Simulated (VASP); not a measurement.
# Co14NiW5 in VASP: a series of runs

The runs below take Co14NiW5 through single point, with PBE.

All numbers are computed with VASP 6.6.1; they aren't measurements. Logs are shortened: lines on timing, memory, paths and dates and some standing lists are left out, and cuts for length are marked.

### Step 1. The cell of the first run

The cell holds a disordered packing, 20 atoms: a = 6.412 Å, b = 6.156 Å, c = 6.644 Å, α = 89.00°, β = 94.63°, γ = 91.19°.

### Step 2. Single point, PBE

File INCAR:

```
ALGO = Normal
EDIFF = 1E-6
ENCUT = 520
GGA = PE
ISIF = 2
ISMEAR = -1
ISYM = 0
LASPH = True
LCHARG = False
LREAL = Auto
LWAVE = False
NBANDS = 119
NELM = 80
PREC = Accurate
SIGMA = 0.2025
```

File KPOINTS:

```
Automatic mesh
0
Gamma
  1 1 1
  0.25 0.25 0.25
```

File POSCAR:

```
Co14NiW5
1.0
    6.4067140000     -0.0639040000     -0.2633820000
   -0.0639040000      6.1558140000      0.0545630000
   -0.2633820000      0.0545630000      6.6380590000
Co W Ni
14 5 1
Direct
    0.8295136345      0.9692682599      0.5225356955
    0.5050027315      0.2239319298      0.6283266285
    0.2531549410      0.4774647926      0.7907768737
    0.3111153719      0.3652850986      0.1887981318
    0.4504768613      0.5888603192      0.5647723997
    0.4747799690      0.0834953028      0.1724939088
    0.2486715552      0.7877023102      0.1196634755
   -0.1179949765      0.2333716131      0.8002200330
    0.9416043043      0.4601074218      0.0589515374
    0.5893024824      0.4477766947     -0.0363664097
    0.3557185562     -0.0723570779      0.4399236108
    0.6684586906      0.7611222002      0.2107011818
    0.8119252214      0.5944607492      0.6614091449
    0.2548963742      0.1526038167      0.8842106698
    0.0807581853      0.6193494712      0.4280121173
    0.0881553747      0.8475787739      0.7809174486
    0.6007481724      0.9092846958      0.8422511692
    0.8958499636      1.0594721920      0.1325375044
    0.7117808673      0.3817501065      0.3485511107
    0.1255326878      0.2335641932      0.5424795241
```

Potentials or basis: VASP PAW PBE potentials, release 64 (Co, W_sv, Ni).

Launch:

```bash
$ cat potpaw_PBE.64/Co/POTCAR potpaw_PBE.64/W_sv/POTCAR potpaw_PBE.64/Ni/POTCAR > POTCAR
$ mpirun -np 1 vasp_std > vasp.out
```

OUTCAR:

```text
EDIFF = 1E-6
   ENCUT = 520
   GGA = PE
   ISIF = 2
   ISMEAR = -1
   ISYM = 0
   LASPH = True
   LREAL = Auto
   NELM = 80
   PREC = Accurate

 ion  position               nearest neighbor table
   1  0.830  0.969  0.523-  16 2.41  20 2.47  13 2.47   8 2.48  12 2.59  17 2.69  18 2.71   2 2.77
                            15 2.83  19 2.86  11 3.05
   2  0.505  0.224  0.628-   5 2.31  11 2.37  17 2.44  20 2.46  14 2.46  19 2.54   3 2.58   8 2.59
                            10 2.65   1 2.77  13 2.98
   3  0.253  0.477  0.791-  14 2.08   5 2.14  20 2.34  10 2.37  16 2.53   2 2.58  15 2.71   4 2.72
                             9 2.78   8 2.79   7 2.93  13 2.99
   4  0.311  0.365  0.189-   6 2.05  14 2.43  10 2.46   9 2.53   7 2.67  19 2.70   3 2.72  15 2.78
                            20 2.82   5 2.94  18 3.23
   5  0.450  0.589  0.565-   3 2.14  11 2.31   2 2.31  13 2.35  15 2.48  19 2.65  17 2.82  10 2.85
                             4 2.94  20 2.99  12 3.00  16 3.28
   6  0.475  0.083  0.172-   4 2.05  11 2.19   7 2.32  14 2.32  12 2.36  19 2.59  17 2.65  10 2.74
                            18 2.74
   7  0.249  0.788  0.120-   6 2.32  11 2.35  16 2.42  15 2.58   4 2.67  14 2.72  12 2.72   9 2.80
                            18 2.85   3 2.93  17 3.10
   8  0.882  0.233  0.800-   9 2.24  20 2.41  13 2.43  18 2.43  14 2.47   1 2.48   2 2.59  10 2.63
                            17 2.69  16 2.75   3 2.79  19 3.23
   9  0.942  0.460  0.059-   8 2.24  10 2.30  18 2.52   4 2.53  19 2.55  15 2.73   3 2.78   7 2.80
                            13 2.82  12 2.83  14 3.09  16 3.17
  10  0.589  0.448  0.964-   9 2.30   3 2.37   4 2.46  12 2.57   8 2.63  19 2.64   2 2.65  13 2.69
                             6 2.74  14 2.81   5 2.85  17 2.94  18 3.25
  11  0.356  0.928  0.440-   6 2.19   5 2.31   7 2.35   2 2.37  20 2.55  15 2.56  12 2.83  16 2.98
                            17 2.99   1 3.05
  12  0.668  0.761  0.211-   6 2.36  18 2.40  19 2.51  10 2.57   1 2.59  17 2.60   7 2.72   9 2.83
                            11 2.83   5 3.00  15 3.04
  13  0.812  0.594  0.661-   5 2.35  15 2.41   8 2.43  16 2.43   1 2.47  19 2.51  10 2.69  17 2.74
                             9 2.82   2 2.98   3 2.99
  14  0.255  0.153  0.884-   3 2.08  16 2.23   6 2.32  20 2.40   4 2.43   2 2.46   8 2.47   7 2.72
                            17 2.74  10 2.81  18 2.98   9 3.09
  15  0.081  0.619  0.428-  13 2.41   5 2.48  20 2.50  11 2.56   7 2.58   3 2.71   9 2.73  16 2.75
                            19 2.77   4 2.78   1 2.83  12 3.04  18 3.49
  16  0.088  0.848  0.781-  14 2.23   1 2.41   7 2.42  13 2.43   3 2.53  15 2.75   8 2.75  20 2.85
                            11 2.98  18 3.05   9 3.17  17 3.22   5 3.28  17 3.29
  17  0.601  0.909  0.842-   2 2.44  12 2.60   6 2.65   8 2.69   1 2.69  13 2.74  14 2.74  18 2.75
                             5 2.82  10 2.94  11 2.99   7 3.10  16 3.22  16 3.29
  18  0.896  0.059  0.133-  12 2.40   8 2.43   9 2.52   1 2.71   6 2.74  17 2.75  19 2.80   7 2.85
                            14 2.98  16 3.05  20 3.18   4 3.23  10 3.25  15 3.49
  19  0.712  0.382  0.349-  12 2.51  13 2.51   2 2.54   9 2.55   6 2.59  10 2.64   5 2.65   4 2.70
                            15 2.77  18 2.80   1 2.86  20 3.01   8 3.23
  20  0.126  0.234  0.542-   3 2.34  14 2.40   8 2.41   2 2.46   1 2.47  15 2.50  11 2.55   4 2.82
                            16 2.85   5 2.99  19 3.01  18 3.18

IMPORTANT INFORMATION: All symmetrisations will be switched off!
NOSYMM: (Re-)initialisation of all symmetry stuff for point group C_1.

----------------------------------------------------------------------------------------

                                     Primitive cell

  volume of cell :     261.3240

  direct lattice vectors                    reciprocal lattice vectors
     6.406714000 -0.063904000 -0.263382000     0.156356410  0.001568274  0.006190950
    -0.063904000  6.155814000  0.054563000     0.001568274  0.162475619 -0.001273279
    -0.263382000  0.054563000  6.638059000     0.006190950 -0.001273279  0.150902554

  length of vectors
     6.412444002  6.156387483  6.643506189     0.156486787  0.162488177  0.151034864

  position of ions in fractional coordinates (direct lattice)
     0.829513635  0.969268260  0.522535695
     0.505002731  0.223931930  0.628326628
     0.253154941  0.477464793  0.790776874
     0.311115372  0.365285099  0.188798132
     0.450476861  0.588860319  0.564772400
     0.474779969  0.083495303  0.172493909
[... 12 lines left out ...]
     0.711780867  0.381750107  0.348551111
     0.125532688  0.233564193  0.542479524

  ion indices of the primitive-cell ions
   primitive index   ion index
                 1           1
                 2           2
                 3           3
                 4           4
                 5           5
                 6           6
[... 12 lines left out ...]
                19          19
                20          20

----------------------------------------------------------------------------------------

 KPOINTS: Automatic mesh

Automatic generation of k-mesh.
 Grid dimensions read from file:
 generate k-points for:    1    1    1

 Generating k-lattice:

  Cartesian coordinates                     Fractional coordinates (reciprocal lattice)
     0.156356410  0.001568274  0.006190950     1.000000000 -0.000000000 -0.000000000
     0.001568274  0.162475619 -0.001273279    -0.000000000  1.000000000  0.000000000
     0.006190950 -0.001273279  0.150902554    -0.000000000  0.000000000  1.000000000

  Length of vectors
     0.156486787  0.162488177  0.151034864

  Shift w.r.t. Gamma in fractional coordinates (k-lattice)
     0.250000000  0.250000000  0.250000000

 Subroutine IBZKPT returns following result:
 ===========================================

 Found      1 irreducible k-points:

 Following reciprocal coordinates:
            Coordinates               Weight
  0.250000  0.250000  0.250000      2.000000
   k-points           NKPTS =      1   k-points in BZ     NKDIM =      1   number of bands    NBANDS=    119
   number of dos      NEDOS =    301   number of ions     NIONS =     20
   total plane-waves  NPLWV = 115200
   dimension x,y,z NGX =    48 NGY =   48 NGZ =   50
   dimension x,y,z NGXF=    96 NGYF=   96 NGZF=  100
   ions per type =              14   5   1
   NGX,Y,Z   is equivalent  to a cutoff of  12.44, 12.96, 12.51 a.u.
   NGXF,Y,Z  is equivalent  to a cutoff of  24.89, 25.92, 25.02 a.u.
 SYSTEM =  unknown system
   PREC   = accura    normal or accurate (medium, high low for compatibility)
   ISTART =      0    job   : 0-new  1-cont  2-samecut
   ICHARG =      2    charge: 1-file 2-atom 10-const
   ISPIN  =      1    spin polarized calculation?
   LNONCOLLINEAR =      F non collinear calculations
   LSORBIT =      F    spin-orbit coupling
   LASPH  =      T    aspherical Exc in radial PAW
   ENCUT  =  520.0 eV  38.22 Ry    6.18 a.u.  11.92 11.45 12.35*2*pi/ulx,y,z
   NELM   =     80;   NELMIN=  2; NELMDL= -5     # of ELM steps
   EDIFF  = 0.1E-05   stopping-criterion for ELM
   LREAL  =      T    real-space projection
   EDIFFG = 0.1E-04   stopping-criterion for IOM
   NSW    =      0    number of steps for IOM
   IBRION =     -1    ionic relax: 0-MD 1-quasi-New 2-CG
   NFREE  =      0    steps in history (QN), initial steepest desc. (CG)
   ISIF   =      2    stress and relaxation
   ISYM   =      0    0-nonsym 1-usesym 2-fastsym
   POTIM  = 0.5000    time-step for ionic-motion
   TEBEG  =    0.0;   TEEND  =   0.0 temperature during run
   PSTRESS=    0.0 pullay stress
   NELECT =     206.0000    total number of electrons
   NUPDOWN=      -1.0000    fix difference up-down
   EMIN   =  10.00;   EMAX   =-10.00  energy-range for DOS
   EFERMI =   0.00;   METHOD = LEGACY
   ISMEAR =    -1;   SIGMA  =   0.20  broadening in eV -4-tet -1-fermi 0-gaus
   EFERMI_NEDOS =   21; number of points for ismear=-14 and -15
   IALGO  =     38    algorithm
   IMIX   =      4    mixing-type and parameters
     AMIX     =   0.40;   BMIX     =  1.00
     AMIX_MAG =   1.60;   BMIX_MAG =  1.00
  volume/ion in A,a.u.               =      13.07        88.18
  Fermi-wavevector in a.u.,A,eV,Ry     =   1.512298  2.857830 31.117155  2.287046
  Thomas-Fermi vector in A             =   2.622241
   LORBIT       =      0    0 simple, 1 ext, 2 COOP (PROOUT), +10 PAW based schemes
   GGA     = PE    functional components
   LHFCALC =     F    Hartree Fock is set to
   AEXX    =    0.0000 exact exchange contribution
   IVDW    =     0    specifies the selected vdW correction
   LEPSILON=     F    determine dielectric tensor
   LRPA    =     F    only Hartree local field effects (RPA)
 non-spin polarized calculation
  energy-cutoff  :      520.00
  volume of cell :      261.32
 maximum number of plane-waves:      7033
 NGX is ok and might be reduce to    48
   NGX = 23   NGY = 23   NGZ = 25

 number of electron     205.9999994 magnetization

 Free energy of the ion-electron system (eV)
  ---------------------------------------------------
  ext. energy  EPLUGINS =         0.00000000
  ---------------------------------------------------
  free energy    TOTEN  =      -161.19028045 eV

  energy without entropy =     -156.63356644  energy(sigma->0) =     -158.91192345

 E-fermi :   9.4655     XC(G=0): -12.9666

 val. band max:        9.4417120718   @ k =   0.2500   0.2500   0.2500
 cond. band min:       9.5059992077   @ k =   0.2500   0.2500   0.2500
 fundamental gap:      0.0642871359
 Fermi energy:         9.4654856915

 k-point     1 :       0.2500    0.2500    0.2500
  band No.  band energies     occupation
      1     -64.8713      2.00000
      2     -64.8291      2.00000
      3     -64.7291      2.00000
      4     -64.5911      2.00000
      5     -64.5586      2.00000
      6     -29.2108      2.00000
[... 107 lines left out ...]
    114      10.1623      0.06209
    115      10.2639      0.03806
 [bands above 115 left out]

------------------------ aborting loop because EDIFF is reached ----------------------------------------

  FORCE on cell =-STRESS in cart. coord.  units (eV):
  Direction    XX          YY          ZZ          XY          YZ          ZX
  --------------------------------------------------------------------------------------
  -------------------------------------------------------------------------------------
  Total      -14.0396603     -1.9996966    -11.7734081      5.2294753      0.6929517      3.2119885
  in kB      -86.0771580    -12.2601397    -72.1827659     32.0619132      4.2484868     19.6927015
  external PRESSURE =     -56.8400212 kB  Pullay stress =       0.0000000 kB

 VOLUME and BASIS-vectors are now :
 -----------------------------------------------------------------------------
  energy-cutoff  :      520.00
  volume of cell :      261.32
      direct lattice vectors                 reciprocal lattice vectors
     6.406714000 -0.063904000 -0.263382000     0.156356410  0.001568274  0.006190950
    -0.063904000  6.155814000  0.054563000     0.001568274  0.162475619 -0.001273279
    -0.263382000  0.054563000  6.638059000     0.006190950 -0.001273279  0.150902554

 POSITION                                       TOTAL-FORCE (eV/Angst)
 -----------------------------------------------------------------------------------
      5.11489      5.94214      3.30303        -1.224866     -0.032586     -0.998374
      3.05561      1.38049      4.05008         0.501300     -0.491315     -0.006746
      1.38310      2.96615      5.20860        -1.332496      2.378199      1.120729
      1.92016      2.23905      1.19124        -1.445754      2.583656      1.010746
      2.69969      3.62694      3.66247         1.274529      1.057971     -1.213430
      2.99101      0.49305      1.02453         2.592208     -0.499310     -0.509066
[... 12 lines left out ...]
      4.44398      2.32351      2.14706        -0.015494     -1.068667     -0.138566
      0.64645      1.45935      3.58069        -0.263968     -0.691381     -1.479313
 -----------------------------------------------------------------------------------
    total drift:                                0.000497     -0.003970     -0.001330

  FREE ENERGIE OF THE ION-ELECTRON SYSTEM (eV)
  ---------------------------------------------------
  free  energy   TOTEN  =      -161.1902804522 eV

  energy  without entropy=     -156.6335664405  energy(sigma->0) =     -158.91192345
```

Wall time 3.2 min (1 thread of Intel Xeon Platinum 8488C (Sapphire Rapids), shared host); peak memory 0.35 GiB.

What came out:

| Quantity | Value |
| --- | --- |
| Free energy | -161.1903 eV |
| Pressure | -5.7 GPa |
| Largest force | 3.128 eV/Å |

Forces in eV/Å, atoms in the order of the input:
```
Co  -1.225 -0.033 -0.998
Co   0.501 -0.491 -0.007
Co  -1.332  2.378  1.121
Co  -1.446  2.584  1.011
Co   1.275  1.058 -1.213
Co   2.592 -0.499 -0.509
Co   0.025 -1.095 -0.475
Co  -0.984 -0.811 -1.208
Co   1.381  1.966  0.867
Co  -0.186 -0.247 -0.177
Co  -0.505  0.066  1.181
Co  -0.275 -1.103  0.446
Co  -0.700 -0.359  1.501
Co   0.975 -1.102  1.666
W   -0.345  0.965 -2.220
W   -0.971 -0.455  0.233
W   -0.104 -0.622 -0.078
W    1.602 -0.440  0.477
W   -0.015 -1.069 -0.139
Ni  -0.264 -0.691 -1.479
```

Levels at points of the mesh, in eV from the Fermi level:
| k point | band 100 | band 101 | band 102 | band 103 | band 104 | band 105 | band 106 | band 107 | band 108 | band 109 |
| --- | --- | --- | --- | --- | --- | --- | --- | --- | --- | --- |
| (0.25, 0.25, 0.25) | -0.25 | -0.16 | -0.08 | -0.06 | -0.02 | 0.04 | 0.16 | 0.19 | 0.24 | 0.30 |

Caveat: the k points lie up to 1.02 Å⁻¹ apart, too coarse for converged energies, forces and pressures; the atoms stand as in a frame of molecular dynamics; spin-orbit coupling is left out, which moves the levels of the heavy elements; the run has no spin polarisation, though such a crystal can be magnetic. Spin polarisation is off, so any magnetic state and its effect on volume and gap are missing.

### Step 3. Single point, PBE

File INCAR:

```
ALGO = Normal
EDIFF = 1E-6
ENCUT = 520
GGA = PE
ISIF = 2
ISMEAR = -1
ISYM = 0
LASPH = T
LCHARG = T
LELF = T
LREAL = Auto
LVHAR = T
LWAVE = F
NBANDS = 119
NELM = 100
PREC = Accurate
SIGMA = 0.112
```

KPOINTS is that of step 2.

File POSCAR:

```
Co14NiW5
1.0
    6.4067140000     -0.0639040000     -0.2633820000
   -0.0639040000      6.1558140000      0.0545630000
   -0.2633820000      0.0545630000      6.6380590000
Co W Ni
14 5 1
Direct
    0.7987406377      0.9262766068      0.4894565529
    0.4753239746      0.2433653983      0.6028989849
    0.2271714094      0.5115803184      0.8452408307
    0.2954829144      0.3985603374      0.2050516926
    0.4347136221      0.5945252262      0.5040637125
    0.5441661580      0.0903028218      0.1873067682
    0.2672635042      0.8195283704      0.1383719955
    0.8676529859      0.1934530998      0.7808624174
    0.9548102459      0.5308734675      0.1080378742
    0.6119377479      0.3640621718      0.9590978423
    0.2884123224      0.9542720439      0.4833035785
    0.6634145417      0.6876845129      0.2330130417
    0.7770945682      0.5660233770      0.7223177420
    0.2780031354      0.1298385157      0.9237168038
    0.0438487464      0.6240143228      0.4329125241
    0.0831364336      0.8544274967      0.7656104763
    0.6066711845      0.9086359202      0.8246246935
    0.9215357357      0.0029133309      0.1300496071
    0.6941531435      0.3556187298      0.3801368470
    0.0752308633      0.2366308555      0.5104561689
```

Potentials or basis: VASP PAW PBE potentials, release 64 (Co, W_sv, Ni).

Launch:

```bash
$ cat potpaw_PBE.64/Co/POTCAR potpaw_PBE.64/W_sv/POTCAR potpaw_PBE.64/Ni/POTCAR > POTCAR
$ mpirun -np 1 vasp_std > vasp.out
```

It took 3.3 min on 1 thread of Intel Xeon Platinum 8488C (Sapphire Rapids), shared host; peak memory 0.35 GiB.

The run converged. Its results:

- Free energy: -160.5128 eV
- Pressure: -6.8 GPa
- Largest force: 2.781 eV/Å

Forces on the atoms (eV/Å):
```
Co  -0.710  0.286  0.521
Co  -1.239 -0.913  1.907
Co   0.392 -0.426 -0.384
Co   0.687 -0.300  0.257
Co   0.043  1.810  0.946
Co  -0.680 -2.692 -0.169
Co  -0.212 -1.658  0.187
Co  -0.281  0.458  0.757
Co   0.215 -0.346 -2.635
Co  -0.920  0.146  0.655
Co   0.975 -0.366 -0.239
Co  -1.073  1.955 -1.593
Co   0.410  0.943 -0.929
Co   0.249  1.353 -0.494
W    0.652  0.465 -0.151
W   -0.357 -0.722  0.721
W   -1.070 -0.251  0.883
W    0.338  0.561  0.301
W    2.559 -0.550 -0.348
Ni   0.023  0.247 -0.193
```

Stress tensor (GPa, compression positive):
```
-11.40   0.45  -1.33
  0.45  -1.10   2.04
 -1.33   2.04  -7.86
```

Levels at points of the mesh, in eV from the Fermi level:
| k point | band 100 | band 101 | band 102 | band 103 | band 104 | band 105 | band 106 | band 107 |
| --- | --- | --- | --- | --- | --- | --- | --- | --- |
| (0.25, 0.25, 0.25) | -0.21 | -0.13 | -0.07 | -0.04 | 0.00 | 0.09 | 0.11 | 0.19 |

Caveat: the k points lie up to 1.02 Å⁻¹ apart, too coarse for converged energies, forces and pressures; the atoms stand as in a frame of molecular dynamics; spin-orbit coupling is left out, which moves the levels of the heavy elements; the run has no spin polarisation, though such a crystal can be magnetic.
